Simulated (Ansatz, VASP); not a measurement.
Mg: VASP beside Ansatz

```
Mg
1.0
     3.19531    0.00000    0.00000
    -1.59766    2.76722    0.00000
     0.00000    0.00000    5.18794
Mg
2
Direct
  0.33333 0.66667 0.25000
  0.66667 0.33333 0.75000
```

Alike in both runs: task single point; functional PBE; k mesh 11 × 11 × 6; occupations gaussian, width 1 eV; no spin polarisation.

|  | VASP | Ansatz |
| --- | --- | --- |
| version | VASP 6.6.1 | Ansatz 0.2.0 |
| potentials or method | VASP PAW PBE potentials, release 64 (Mg), cutoff 520 eV | plane waves (420 eV) with PAW, scalar-relativistic |
| valence electrons in the cell | 4 | 20 |

Ansatz gave:

```
pressure (GPa) : 0.6
```

Task: What did VASP give for the same quantities?

Result: Pressure (GPa): 0.4.

VASP's potentials hold 4 valence electrons a cell and Ansatz's 20, so a difference there can come from the potentials and not from the codes.
